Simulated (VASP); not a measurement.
Set up this calculation in VASP 6.6.1, as the native input.

* Task: single point
* Functional: HSE06
* Potentials or basis: VASP PAW PBE potentials, release 64 (Cd, Se)
* Cutoff: 520 eV
* k mesh: 4 × 4 × 4
* Occupations: fermi-dirac, width 0.05 eV
* Spin: no spin polarisation
* Dipole correction: no
* Grid for exact exchange (PRECFOCK): Normal
* Further INCAR settings: ALGO = Normal; EDIFF = 1e-06; NBANDS = 16
* Share of exact exchange: 0.25
* Screening parameter: 0.2079 1/Å

CdSe:

```
Cd Se
1.0
     0.00000    2.84980    2.84980
     2.84980    0.00000    2.84980
     2.84980    2.84980    0.00000
Cd Se
1 1
Direct
  0.00000 0.00000 0.00000
  0.50000 0.50000 0.50000
```

These files were run (other wordings do the same):

POSCAR

```
CdSe
1.0
    0.0000000000      2.8498023953      2.8498023953
    2.8498023953      0.0000000000      2.8498023953
    2.8498023953      2.8498023953      0.0000000000
Cd Se
1 1
Direct
    0.0000000000      0.0000000000      0.0000000000
    0.5000000000      0.5000000000      0.5000000000
```

INCAR.step1

```
SYSTEM = CdSe
ALGO = Normal
EDIFF = 1E-5
ENCUT = 520
GGA = PE
ISIF = 2
ISMEAR = -1
LASPH = .True.
LREAL = .False.
LWAVE = .True.
NBANDS = 16
NELM = 100
PREC = Accurate
SIGMA = 0.05
```

INCAR.step2

```
SYSTEM = CdSe
ALGO = Normal
EDIFF = 1E-6
ENCUT = 520
GGA = PE
HFSCREEN = 0.2079
ISIF = 2
ISMEAR = -1
ISTART = 1
LASPH = .True.
LCHARG = .True.
LELF = .True.
LHFCALC = .True.
LREAL = .False.
LVHAR = .True.
LWAVE = .False.
NBANDS = 16
NELM = 100
PREC = Accurate
PRECFOCK = Normal
SIGMA = 0.05
```

KPOINTS

```
k-points
0
Gamma
  4 4 4
  0 0 0
```

Potentials or basis: VASP PAW PBE potentials, release 64 (Cd, Se).

The run is started by

```bash
$ cat potpaw_PBE.64/Cd/POTCAR potpaw_PBE.64/Se/POTCAR > POTCAR
$ cp INCAR.step1 INCAR
$ mpirun -np 1 vasp_std > vasp.out
$ cp INCAR.step2 INCAR
$ mpirun -np 1 vasp_std > vasp.out
```

Results of the run:

The pressure is 0.2 GPa. The band gap on the k mesh is 0.40 eV (least direct gap 1.74 eV).

Caveat: the k points lie up to 0.48 Å⁻¹ apart; the PAW data sets were made with another functional, which shifts forces and pressure a little.

Run time: 14 min on 1 thread of AMD EPYC 7R13, with other jobs on the host, peak memory 0.25 GiB.
